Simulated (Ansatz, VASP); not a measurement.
WS2 in VASP and in Ansatz

```
S W
1.0
     3.15955    0.00000    0.00000
    -1.57977    2.73625    0.00000
     0.00000    0.00000   23.80426
S W
4 2
Cartesian
  0.0000 1.8242 4.5000
  0.0000 1.8242 7.6521
  1.0532 2.7362 11.2921
  1.0532 2.7362 14.4443
  1.5798 0.9121 6.0761
  -0.5266 3.6483 12.8682
```

Alike in both runs: task single point; functional PBE; dispersion D3(BJ); k mesh 9 × 9 × 1; occupations gaussian, width 0.05 eV; no spin polarisation.

```csv
,VASP,Ansatz
version,VASP 6.6.1,Ansatz 0.2.0
potentials or method,"VASP PAW PBE potentials, release 64 (S, W_sv), cutoff 520 eV","scalar-relativistic, plane waves, PAW"
valence electrons in the cell,52,52
```

Ansatz gave:

- gap on the k mesh at the Fermi level (eV): 1.80
- least direct gap on the mesh (eV): 1.91
- rms of the force components (eV/Å): 0.025

Estimate VASP's values.

gap on the k mesh at the Fermi level (eV): 1.82; least direct gap on the mesh (eV): 1.92; rms of the force components (eV/Å): 0.025.

Neither program's run includes spin-orbit coupling.
